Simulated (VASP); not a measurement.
# BeS in VASP: a series of runs, part 2 of 2

VASP 6.6.1. The steps go on from the part before.

### Step 3. Single point, PBE (strain -0.030 along x and y, -0.030 along z)

INCAR reads:

```
SYSTEM = BeS
  PREC = Accurate
  ENCUT = 520
  EDIFF = 1E-6
  ISMEAR = 0
  SIGMA = 0.05
  LREAL = .False.
  LASPH = .True.
  NELM = 100
  ALGO = Normal
  ISIF = 2
  LWAVE = .False.
  LCHARG = .False.
  GGA = PE
  NBANDS = 11
```

KPOINTS reads:

```
regular mesh
0
Gamma
  8 8 8
  0 0 0
```

POSCAR reads:

```
BeS
1.0
    0.0000000000      2.3522500000      2.3522500000
    2.3522500000      0.0000000000      2.3522500000
    2.3522500000      2.3522500000      0.0000000000
Be S
1 1
Direct
    0.0000000000      0.0000000000      0.0000000000
    0.7500000000      0.7500000000      0.7500000000
```

Potentials or basis: VASP PAW PBE potentials, release 64 (Be, S).

Launch:

```sh
> cat potpaw_PBE.64/Be/POTCAR potpaw_PBE.64/S/POTCAR > POTCAR
> mpirun -np 1 vasp_std > vasp.out
```

OUTCAR:

```text
SYSTEM = BeS
   PREC = Accurate
   ENCUT = 520
   EDIFF = 1E-6
   ISMEAR = 0
   LREAL = .False.
   LASPH = .True.
   NELM = 100
   ISIF = 2
   GGA = PE

 ion  position               nearest neighbor table
   1  0.000  0.000  0.000-   2 2.04   2 2.04   2 2.04   2 2.04
   2  0.750  0.750  0.750-   1 2.04   1 2.04   1 2.04   1 2.04

  LATTYP: Found a face centered cubic cell.
 ALAT       =     4.7045000000

  Lattice vectors:

 A1 = (   0.0000000000,   2.3522500000,   2.3522500000)
 A2 = (   2.3522500000,   0.0000000000,   2.3522500000)
 A3 = (   2.3522500000,   2.3522500000,   0.0000000000)

Analysis of symmetry for initial positions (statically):
=====================================================================
 Subroutine PRICEL returns:
 Original cell was already a primitive cell.

 Routine SETGRP: Setting up the symmetry group for a
 face centered cubic supercell.

 Subroutine GETGRP returns: Found 24 space group operations
 (whereof 24 operations were pure point group operations)
 out of a pool of 48 trial point group operations.

The static configuration has the point symmetry T_d .

Analysis of symmetry for dynamics (positions and initial velocities):
[... 167 lines left out ...]
 k-point     1 :       0.0000    0.0000    0.0000
  band No.  band energies     occupation
      1      -9.1763      2.00000
      2       5.1675      2.00000
      3       5.1675      2.00000
      4       5.1675      2.00000
      5      10.7794      0.00000
      6      10.7794      0.00000
      7      10.7794      0.00000
      8      11.8564      0.00000
      9      18.1543      0.00000
     10      18.1543      0.00000
     11      20.7532      0.00000
[... 309 lines left out ...]
 k-point    24 :      -0.3750    0.2500    0.1250
  band No.  band energies     occupation
      1      -6.9775      2.00000
      2      -0.6580      2.00000
      3       2.0893      2.00000
      4       3.0758      2.00000
      5      11.2039      0.00000
      6      11.9671      0.00000
      7      14.7207      0.00000
      8      16.0985      0.00000
      9      17.0026      0.00000
     10      21.0510      0.00000
     11      21.9056      0.00000

 [... further k-points ...]
[... 5 lines left out ...]
  --------------------------------------------------------------------------------------
  -------------------------------------------------------------------------------------
  Total        1.9873700      1.9873700      1.9873700     -0.0000000     -0.0000000      0.0000000
  in kB      122.3232174    122.3232174    122.3232174     -0.0000000     -0.0000000      0.0000000
  external PRESSURE =     122.3232174 kB  Pullay stress =       0.0000000 kB

 VOLUME and BASIS-vectors are now :
 -----------------------------------------------------------------------------
  energy-cutoff  :      520.00
  volume of cell :       26.03
      direct lattice vectors                 reciprocal lattice vectors
     0.000000000  2.352250000  2.352250000    -0.212562440  0.212562440  0.212562440
     2.352250000  0.000000000  2.352250000     0.212562440 -0.212562440  0.212562440
     2.352250000  2.352250000  0.000000000     0.212562440  0.212562440 -0.212562440

 POSITION                                       TOTAL-FORCE (eV/Angst)
 -----------------------------------------------------------------------------------
      0.00000      0.00000      0.00000         0.000000      0.000000      0.000000
      3.52838      3.52838      3.52838        -0.000000     -0.000000     -0.000000
 -----------------------------------------------------------------------------------
    total drift:                                0.000000      0.000000      0.000000

  FREE ENERGIE OF THE ION-ELECTRON SYSTEM (eV)
  ---------------------------------------------------
  free  energy   TOTEN  =        -9.9088794986 eV

  energy  without entropy=       -9.9088794986  energy(sigma->0) =       -9.90887950
```

OSZICAR:

```text
N       E                     dE             d eps       ncg     rms          rms(c)
DAV:   1     0.218094031594E+02    0.21809E+02   -0.40030E+03   638   0.625E+02
DAV:   2    -0.890113693455E+01   -0.30711E+02   -0.29061E+02   824   0.125E+02
DAV:   3    -0.101341889264E+02   -0.12331E+01   -0.12308E+01   818   0.243E+01
DAV:   4    -0.101414085997E+02   -0.72197E-02   -0.72186E-02   769   0.220E+00
DAV:   5    -0.101414665252E+02   -0.57926E-04   -0.57925E-04   860   0.195E-01    0.645E+00
DAV:   6    -0.996663479950E+01    0.17483E+00   -0.11597E-01   769   0.180E+00    0.434E+00
DAV:   7    -0.990783132683E+01    0.58803E-01   -0.15939E-01   839   0.217E+00    0.959E-01
DAV:   8    -0.990879626640E+01   -0.96494E-03   -0.73161E-03   754   0.483E-01    0.144E-01
DAV:   9    -0.990885363550E+01   -0.57369E-04   -0.44589E-04   801   0.139E-01    0.345E-02
DAV:  10    -0.990887029014E+01   -0.16655E-04   -0.29856E-05   782   0.319E-02    0.109E-02
DAV:  11    -0.990887932024E+01   -0.90301E-05   -0.13539E-05   725   0.221E-02    0.841E-03
DAV:  12    -0.990887949863E+01   -0.17839E-06   -0.18405E-07   585   0.314E-03
   1 F= -.99088795E+01 E0= -.99088795E+01  d E =-.195825E-19
```

Wall time 11 s (1 thread of Intel Xeon 8259CL, shared host); peak memory 0.15 GiB.

What came out:

- Free energy: -9.9089 eV
- Pressure: 12.2 GPa
- Band gap on the k mesh: 2.89 eV, indirect (least direct gap 5.61 eV)

Caveat: the cell differs from its parent crystal (strain -0.030 along x and y, -0.030 along z). A k mesh can miss the band edges.

### Step 4. Single point, PBE (strain -0.015 along x and y, -0.015 along z)

INCAR reads:

```
ALGO = Normal
EDIFF = 1E-6
ENCUT = 520
GGA = PE
ISIF = 2
ISMEAR = 0
LASPH = T
LCHARG = T
LELF = T
LREAL = F
LVHAR = T
LWAVE = F
NBANDS = 11
NELM = 60
PREC = Accurate
SIGMA = 0.05
```

KPOINTS reads:

```
k-points
0
Gamma
  8 8 8
```

POSCAR reads:

```
BeS
1.0
    0.0000000000      2.3886250000      2.3886250000
    2.3886250000      0.0000000000      2.3886250000
    2.3886250000      2.3886250000      0.0000000000
Be S
1 1
Direct
    0.0000000000      0.0000000000      0.0000000000
    0.7500000000      0.7500000000      0.7500000000
```

Launch:

```sh
> cat potpaw_PBE.64/Be/POTCAR potpaw_PBE.64/S/POTCAR > POTCAR
> mpirun -np 1 vasp_std > vasp.out
```

Wall time 15 s (1 thread of Intel Xeon 8259CL, shared host); peak memory 0.15 GiB.

The run converged. Its results:

```
Free energy            : -9.9799 eV
Pressure               : 6.4 GPa
Band gap on the k mesh : 3.00 eV, indirect (least direct gap 5.65 eV)
```

Levels at points of the mesh, in eV from the valence-band top:
```csv
k point,band 1,band 2,band 3,band 4,band 5,band 6,band 7,band 8
"(0.00, 0.00, 0.00)",-14.01,0.00,0.00,0.00,5.65,5.65,5.65,6.28
"(0.50, 0.00, 0.00)",-12.27,-6.09,-1.10,-1.10,5.64,6.55,6.55,11.42
"(0.50, 0.50, 0.00)",-11.68,-5.26,-2.80,-2.80,3.00,4.87,13.15,13.15
```

Caveat: the cell differs from its parent crystal (strain -0.015 along x and y, -0.015 along z).

### Step 5. Single point, PBE (strain +0.030 along x and y, +0.030 along z)

INCAR reads:

```
PREC = Accurate ; ENCUT = 520
EDIFF = 1E-6 ; ISMEAR = 0
SIGMA = 0.05 ; LREAL = False
LASPH = True ; NELM = 60
ALGO = Normal ; ISIF = 2
LWAVE = False ; LCHARG = False
GGA = PE ; NBANDS = 11
```

KPOINTS reads:

```
Automatic mesh
0
Gamma
  8 8 8
```

POSCAR reads:

```
BeS
1.0
    0.0000000000      2.4977500000      2.4977500000
    2.4977500000      0.0000000000      2.4977500000
    2.4977500000      2.4977500000      0.0000000000
Be S
1 1
Direct
    0.0000000000      0.0000000000      0.0000000000
    0.7500000000      0.7500000000      0.7500000000
```

Launch:

```sh
> cat potpaw_PBE.64/Be/POTCAR potpaw_PBE.64/S/POTCAR > POTCAR
> mpirun -np 1 vasp_std > vasp.out
```

It took 14 s on 1 thread of Intel Xeon 8259CL, shared host; peak memory 0.15 GiB.

It converged, with:

```yaml
Free_energy: -9.9716 eV
Pressure: -5.9 GPa
Band_gap_on_the_k_mesh: 3.29 eV, indirect (least direct gap 5.16 eV)
```

Levels at points of the mesh, in eV from the valence-band top:
```
           k point  band 1  band 2  band 3  band 4  band 5  band 6  band 7  band 8
(0.00, 0.00, 0.00)  -13.13    0.00    0.00    0.00    5.16    5.69    5.69    5.69
(0.50, 0.00, 0.00)  -11.75   -5.24   -0.92   -0.92    5.15    6.56    6.56   10.76
(0.50, 0.50, 0.00)  -11.29   -4.59   -2.35   -2.35    3.29    4.97   12.07   12.07
```

Caveat: the cell differs from its parent crystal (strain +0.030 along x and y, +0.030 along z). A k mesh can miss the band edges.

### Step 6. Single point, PBE (strain +0.015 along x and y, +0.015 along z)

INCAR reads:

```
SYSTEM = BeS
ALGO     = Normal         ! electronic algorithm
EDIFF    = 1E-6           ! SCF threshold, eV
ENCUT    = 520            ! plane-wave cutoff, eV
GGA      = PE             ! functional
ISIF     = 2              ! what is computed and relaxed
ISMEAR   = 0              ! smearing method
LASPH    = .TRUE.         ! aspherical terms in the spheres
LCHARG   = .FALSE.        ! write CHGCAR
LREAL    = .FALSE.        ! projectors in reciprocal space
LWAVE    = .FALSE.        ! write WAVECAR
NBANDS   = 11             ! bands
NELM     = 60             ! most SCF steps
PREC     = Accurate       ! precision mode
SIGMA    = 0.05           ! smearing width, eV
```

KPOINTS reads:

```
k-points
0
G
  8 8 8
  0 0 0
```

POSCAR reads:

```
BeS
1.0
    0.0000000000      2.4613750000      2.4613750000
    2.4613750000      0.0000000000      2.4613750000
    2.4613750000      2.4613750000      0.0000000000
Be S
1 1
Direct
    0.0000000000      0.0000000000      0.0000000000
    0.7500000000      0.7500000000      0.7500000000
```

Potentials or basis: VASP PAW PBE potentials, release 64 (Be, S).

Launch:

```sh
> cat potpaw_PBE.64/Be/POTCAR potpaw_PBE.64/S/POTCAR > POTCAR
> mpirun -np 1 vasp_std > vasp.out
```

Wall time 15 s (1 thread of Intel Xeon 8259CL, shared host); peak memory 0.15 GiB.

Results (log left out):

| Item | Value |
| --- | --- |
| Free energy | -10.0069 eV |
| Pressure | -2.5 GPa |
| Band gap on the k mesh | 3.21 eV, indirect (least direct gap 5.51 eV) |

Levels at points of the mesh, in eV from the valence-band top:
| k point | band 1 | band 2 | band 3 | band 4 | band 5 | band 6 | band 7 | band 8 | band 9 |
| --- | --- | --- | --- | --- | --- | --- | --- | --- | --- |
| (0.00, 0.00, 0.00) | -13.40 | 0.00 | 0.00 | 0.00 | 5.51 | 5.68 | 5.68 | 5.68 | 12.72 |
| (0.50, 0.00, 0.00) | -11.91 | -5.51 | -0.97 | -0.97 | 5.32 | 6.57 | 6.57 | 10.99 | 14.73 |
| (0.50, 0.50, 0.00) | -11.41 | -4.80 | -2.49 | -2.49 | 3.21 | 4.95 | 12.42 | 12.42 | 14.98 |

Caveat: the cell differs from its parent crystal (strain +0.015 along x and y, +0.015 along z). A k mesh can miss the band edges.

### Step 7. The runs side by side

```csv
cell,gap on the mesh (eV),pressure (GPa)
"a = 3.507, b = 3.507, c = 3.532 Å, angles 59.8, 59.8, 60.5°, 2 atoms",3.15,-4.8
"a = 3.327 Å, angles 60.0°, 2 atoms",2.89,12.2
"a = 3.378 Å, angles 60.0°, 2 atoms",3.00,6.4
"a = 3.532 Å, angles 60.0°, 2 atoms",3.29,-5.9
"a = 3.481 Å, angles 60.0°, 2 atoms",3.21,-2.5
```

Alike in all rows: task single point; level PBE; potentials or basis VASP PAW PBE potentials, release 64 (Be, S); no spin polarisation; k mesh 8 × 8 × 8; cutoff (eV) 520; smearing gaussian 0.05 eV.

Absolute energies hang on the potentials; compare differences alone.
